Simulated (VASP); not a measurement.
# C in VASP: settings compared

The runs below take C through single point, relaxation of cell and atoms, with PBE, LDA, revpbe exchange, lda correlation.

Program: VASP 6.6.1. These are calculated values, not measurements. Logs are shortened: lines on timing, memory, paths and dates and some standing lists are left out, and cuts for length are marked.

## (1) The cell of the first run

The structure is cubic, space group Fd-3m (No. 227). The conventional cell has a = 3.567 Å, b = 3.567 Å, c = 3.567 Å, α = 90.00°, β = 90.00°, γ = 90.00°. Within 2.1 Å of C (site symmetry -43m) lie 4 C at 1.54 Å.

## (2) Single point, PBE

Contents of INCAR:

```
ALGO     = Normal         # electronic algorithm
EDIFF    = 1E-6           # SCF threshold, eV
ENCUT    = 520            # plane-wave cutoff, eV
GGA      = PE             # functional
ISIF     = 2              # what is computed and relaxed
ISMEAR   = 0              # smearing method
LASPH    = True           # aspherical terms in the spheres
LCHARG   = False          # write CHGCAR
LREAL    = False          # projectors in reciprocal space
LWAVE    = False          # write WAVECAR
NBANDS   = 11             # bands
NELM     = 60             # most SCF steps
PREC     = Accurate       # precision mode
SIGMA    = 0.019000000000000003 # smearing width, eV
```

Contents of KPOINTS:

```
k-points
0
Gamma
  13 13 13
```

Contents of POSCAR:

```
C
1.0
    0.0000000000      1.7833700000      1.7833700000
    1.7833700000      0.0000000000      1.7833700000
    1.7833700000      1.7833700000      0.0000000000
C
2
Direct
    0.7500000000      0.7500000000      0.7500000000
    0.5000000000      0.5000000000      0.5000000000
```

Potentials or basis: VASP PAW PBE potentials, release 64 (C).

Launch:

```bash
cat potpaw_PBE.64/C/POTCAR > POTCAR
mpirun -np 1 vasp_std > vasp.out
```

OUTCAR:

```text
EDIFF = 1E-6
   ENCUT = 520
   GGA = PE
   ISIF = 2
   ISMEAR = 0
   LASPH = True
   LREAL = False
   NELM = 60
   PREC = Accurate

 ion  position               nearest neighbor table
   1  0.750  0.750  0.750-   2 1.54   2 1.54   2 1.54   2 1.54
   2  0.500  0.500  0.500-   1 1.54   1 1.54   1 1.54   1 1.54

  LATTYP: Found a face centered cubic cell.
 ALAT       =     3.5667400000

  Lattice vectors:

 A1 = (   0.0000000000,   1.7833700000,   1.7833700000)
 A2 = (   1.7833700000,   0.0000000000,   1.7833700000)
 A3 = (   1.7833700000,   1.7833700000,   0.0000000000)

Analysis of symmetry for initial positions (statically):
=====================================================================
 Subroutine PRICEL returns:
 Original cell was already a primitive cell.

 Routine SETGRP: Setting up the symmetry group for a
 face centered cubic supercell.

 Subroutine GETGRP returns: Found 48 space group operations
 (whereof 24 operations were pure point group operations)
 out of a pool of 48 trial point group operations.

The static configuration has the point symmetry T_d .
 The point group associated with its full space group is O_h .

Analysis of symmetry for dynamics (positions and initial velocities):
=====================================================================
 Subroutine PRICEL returns:
 Original cell was already a primitive cell.

 Routine SETGRP: Setting up the symmetry group for a
 face centered cubic supercell.

 Subroutine GETGRP returns: Found 48 space group operations
 (whereof 24 operations were pure point group operations)
 out of a pool of 48 trial point group operations.

The dynamic configuration has the point symmetry T_d .
 The point group associated with its full space group is O_h .

 Subroutine INISYM returns: Found 48 space group operations
 (whereof 24 operations are pure point group operations),
 and found     1 'primitive' translations

----------------------------------------------------------------------------------------

                                     Primitive cell

  volume of cell :      11.3437

  direct lattice vectors                    reciprocal lattice vectors
     0.000000000  1.783370000  1.783370000    -0.280368067  0.280368067  0.280368067
     1.783370000  0.000000000  1.783370000     0.280368067 -0.280368067  0.280368067
     1.783370000  1.783370000  0.000000000     0.280368067  0.280368067 -0.280368067

  length of vectors
     2.522066041  2.522066041  2.522066041     0.485611737  0.485611737  0.485611737

  position of ions in fractional coordinates (direct lattice)
     0.750000000  0.750000000  0.750000000
     0.500000000  0.500000000  0.500000000

  ion indices of the primitive-cell ions
   primitive index   ion index
                 1           1
                 2           2

----------------------------------------------------------------------------------------

 KPOINTS: k-points

Automatic generation of k-mesh.
 Grid dimensions read from file:
 generate k-points for:   13   13   13

 Generating k-lattice:

  Cartesian coordinates                     Fractional coordinates (reciprocal lattice)
    -0.021566774  0.021566774  0.021566774     0.076923077  0.000000000  0.000000000
     0.021566774 -0.021566774  0.021566774     0.000000000  0.076923077  0.000000000
     0.021566774  0.021566774 -0.021566774     0.000000000  0.000000000  0.076923077

  Length of vectors
     0.037354749  0.037354749  0.037354749

  Shift w.r.t. Gamma in fractional coordinates (k-lattice)
     0.000000000  0.000000000  0.000000000

 Subroutine IBZKPT returns following result:
 ===========================================

 Found     84 irreducible k-points:

 Following reciprocal coordinates:
            Coordinates               Weight
  0.000000  0.000000  0.000000      1.000000
  0.076923  0.000000  0.000000      8.000000
  0.153846  0.000000  0.000000      8.000000
  0.230769  0.000000  0.000000      8.000000
  0.307692  0.000000  0.000000      8.000000
  0.384615  0.000000  0.000000      8.000000
[... 16 lines left out ...]
  0.384615  0.153846  0.000000     24.000000
  0.461538  0.153846  0.000000     24.000000
 [... further k-points ...]
   k-points           NKPTS =     84   k-points in BZ     NKDIM =     84   number of bands    NBANDS=     11
   number of dos      NEDOS =    301   number of ions     NIONS =      2
   total plane-waves  NPLWV =   8000
   dimension x,y,z NGX =    20 NGY =   20 NGZ =   20
   dimension x,y,z NGXF=    40 NGYF=   40 NGZF=   40
   ions per type =               2
   NGX,Y,Z   is equivalent  to a cutoff of  13.18, 13.18, 13.18 a.u.
   NGXF,Y,Z  is equivalent  to a cutoff of  26.37, 26.37, 26.37 a.u.
 SYSTEM =  unknown system
   PREC   = accura    normal or accurate (medium, high low for compatibility)
   ISTART =      0    job   : 0-new  1-cont  2-samecut
   ICHARG =      2    charge: 1-file 2-atom 10-const
   ISPIN  =      1    spin polarized calculation?
   LNONCOLLINEAR =      F non collinear calculations
   LSORBIT =      F    spin-orbit coupling
   LASPH  =      T    aspherical Exc in radial PAW
   ENCUT  =  520.0 eV  38.22 Ry    6.18 a.u.   4.69  4.69  4.69*2*pi/ulx,y,z
   NELM   =     60;   NELMIN=  2; NELMDL= -5     # of ELM steps
   EDIFF  = 0.1E-05   stopping-criterion for ELM
   LREAL  =      F    real-space projection
   EDIFFG = 0.1E-04   stopping-criterion for IOM
   NSW    =      0    number of steps for IOM
   IBRION =     -1    ionic relax: 0-MD 1-quasi-New 2-CG
   NFREE  =      0    steps in history (QN), initial steepest desc. (CG)
   ISIF   =      2    stress and relaxation
   ISYM   =      2    0-nonsym 1-usesym 2-fastsym
   POTIM  = 0.5000    time-step for ionic-motion
   TEBEG  =    0.0;   TEEND  =   0.0 temperature during run
   PSTRESS=    0.0 pullay stress
   NELECT =       8.0000    total number of electrons
   NUPDOWN=      -1.0000    fix difference up-down
   EMIN   =  10.00;   EMAX   =-10.00  energy-range for DOS
   EFERMI =   0.00;   METHOD = LEGACY
   ISMEAR =     0;   SIGMA  =   0.02  broadening in eV -4-tet -1-fermi 0-gaus
   EFERMI_NEDOS =   21; number of points for ismear=-14 and -15
   IALGO  =     38    algorithm
   IMIX   =      4    mixing-type and parameters
     AMIX     =   0.40;   BMIX     =  1.00
     AMIX_MAG =   1.60;   BMIX_MAG =  1.00
  volume/ion in A,a.u.               =       5.67        38.28
  Fermi-wavevector in a.u.,A,eV,Ry     =   1.457203  2.753714 28.891161  2.123440
  Thomas-Fermi vector in A             =   2.574032
   LORBIT       =      0    0 simple, 1 ext, 2 COOP (PROOUT), +10 PAW based schemes
   GGA     = PE    functional components
   LHFCALC =     F    Hartree Fock is set to
   AEXX    =    0.0000 exact exchange contribution
   IVDW    =     0    specifies the selected vdW correction
   LEPSILON=     F    determine dielectric tensor
   LRPA    =     F    only Hartree local field effects (RPA)
 non-spin polarized calculation
 Gauss-broadening in eV      SIGMA  =   0.02
  energy-cutoff  :      520.00
  volume of cell :       11.34
 maximum number of plane-waves:       322
   NGX =  9   NGY =  9   NGZ =  9

 number of electron       7.9999999 magnetization

 Free energy of the ion-electron system (eV)
  ---------------------------------------------------
  ext. energy  EPLUGINS =         0.00000000
  ---------------------------------------------------
  free energy    TOTEN  =       -18.18525573 eV

  energy without entropy =      -18.18525573  energy(sigma->0) =      -18.18525573

 E-fermi :   9.8941     XC(G=0): -13.2509

 val. band max:        9.7301062733   @ k =   0.0000   0.0000   0.0000
 cond. band min:      13.8718908178   @ k =   0.3846   0.3846   0.0000
 fundamental gap:      4.1417845445
 Fermi energy:         9.8941006824

 k-point     1 :       0.0000    0.0000    0.0000
  band No.  band energies     occupation
      1     -11.7473      2.00000
      2       9.7301      2.00000
      3       9.7301      2.00000
      4       9.7301      2.00000
      5      15.3200      0.00000
      6      15.3200      0.00000
      7      15.3200      0.00000
      8      23.0620      0.00000
      9      29.0239      0.00000
     10      36.2645      0.00000
     11      36.2645      0.00000

 k-point     2 :       0.0769    0.0000    0.0000
  band No.  band energies     occupation
      1     -11.5833      2.00000
      2       8.6648      2.00000
      3       9.4513      2.00000
      4       9.4513      2.00000
      5      15.6850      0.00000
      6      15.6850      0.00000
      7      15.9487      0.00000
      8      23.2029      0.00000
      9      29.3001      0.00000
     10      34.3031      0.00000
     11      34.3031      0.00000

 k-point     3 :       0.1538    0.0000    0.0000
  band No.  band energies     occupation
      1     -11.0932      2.00000
      2       6.3968      2.00000
      3       8.8227      2.00000
      4       8.8227      2.00000
      5      16.5125      0.00000
      6      16.5125      0.00000
      7      16.9738      0.00000
      8      23.6118      0.00000
      9      29.9143      0.00000
     10      32.7178      0.00000
     11      32.7178      0.00000

 k-point     4 :       0.2308    0.0000    0.0000
  band No.  band energies     occupation
      1     -10.2829      2.00000
      2       3.7968      2.00000
      3       8.1417      2.00000
      4       8.1417      2.00000
      5      17.3487      0.00000
      6      17.3487      0.00000
      7      17.7355      0.00000
      8      24.2082      0.00000
      9      30.3783      0.00000
     10      32.1086      0.00000
     11      32.1086      0.00000

 k-point     5 :       0.3077    0.0000    0.0000
  band No.  band energies     occupation
      1      -9.1661      2.00000
      2       1.1964      2.00000
      3       7.5663      2.00000
      4       7.5663      2.00000
      5      17.8994      0.00000
      6      17.8994      0.00000
      7      18.1967      0.00000
      8      24.8145      0.00000
      9      30.5926      0.00000
     10      32.5822      0.00000
     11      32.5822      0.00000
[... 211 lines left out ...]
 k-point    21 :       0.2308    0.1538    0.0000
  band No.  band energies     occupation
      1     -10.2812      2.00000
      2       5.5267      2.00000
      3       6.6972      2.00000
      4       7.4122      2.00000
      5      14.9456      0.00000
      6      19.3980      0.00000
      7      19.4397      0.00000
      8      22.0508      0.00000
      9      29.6260      0.00000
     10      30.9905      0.00000
     11      36.6878      0.00000

 k-point    22 :       0.3077    0.1538    0.0000
  band No.  band energies     occupation
      1      -9.3724      2.00000
      2       3.1492      2.00000
      3       6.1630      2.00000
      4       6.7617      2.00000
      5      15.6934      0.00000
      6      20.0814      0.00000
      7      20.1767      0.00000
      8      21.8253      0.00000
      9      30.3304      0.00000
     10      31.2994      0.00000
     11      36.3358      0.00000

 k-point    23 :       0.3846    0.1538    0.0000
  band No.  band energies     occupation
      1      -8.1692      2.00000
      2       0.7340      2.00000
      3       5.8672      2.00000
      4       5.9945      2.00000
      5      16.3807      0.00000
      6      20.4424      0.00000
      7      20.4561      0.00000
      8      22.3879      0.00000
      9      30.9593      0.00000
     10      31.6652      0.00000
     11      36.7103      0.00000

 k-point    24 :       0.4615    0.1538    0.0000
  band No.  band energies     occupation
      1      -6.7339      2.00000
      2      -1.5075      2.00000
      3       5.2987      2.00000
      4       5.8280      2.00000
      5      16.8132      0.00000
      6      20.3145      0.00000
      7      20.6233      0.00000
      8      23.6483      0.00000
      9      30.3377      0.00000
     10      33.0166      0.00000
     11      36.8014      0.00000

 [... further k-points ...]
[... 5 lines left out ...]
  --------------------------------------------------------------------------------------
  -------------------------------------------------------------------------------------
  Total        0.1739825      0.1739825      0.1739825     -0.0000000     -0.0000000      0.0000000
  in kB       24.5732070     24.5732070     24.5732070     -0.0000000     -0.0000000      0.0000000
  external PRESSURE =      24.5732070 kB  Pullay stress =       0.0000000 kB

 VOLUME and BASIS-vectors are now :
 -----------------------------------------------------------------------------
  energy-cutoff  :      520.00
  volume of cell :       11.34
      direct lattice vectors                 reciprocal lattice vectors
     0.000000000  1.783370000  1.783370000    -0.280368067  0.280368067  0.280368067
     1.783370000  0.000000000  1.783370000     0.280368067 -0.280368067  0.280368067
     1.783370000  1.783370000  0.000000000     0.280368067  0.280368067 -0.280368067

 POSITION                                       TOTAL-FORCE (eV/Angst)
 -----------------------------------------------------------------------------------
      2.67505      2.67505      2.67505         0.000000      0.000000      0.000000
      1.78337      1.78337      1.78337        -0.000000     -0.000000     -0.000000
 -----------------------------------------------------------------------------------
    total drift:                                0.000000     -0.000000      0.000000

  FREE ENERGIE OF THE ION-ELECTRON SYSTEM (eV)
  ---------------------------------------------------
  free  energy   TOTEN  =       -18.1852557273 eV

  energy  without entropy=      -18.1852557273  energy(sigma->0) =      -18.18525573
```

Run time: 9.3 s. Hardware: 1 thread of Intel Xeon Platinum 8488C (Sapphire Rapids), shared host; peak memory 0.12 GiB.

Results:

```yaml
Free_energy: -18.1853 eV
Pressure: 2.5 GPa
Band_gap_on_the_k_mesh: 4.14 eV (least direct gap 5.59 eV)
```

Caveat: an odd mesh through Γ misses points on the zone boundary, where band edges can lie.

(Continued in part 2 of 2.)
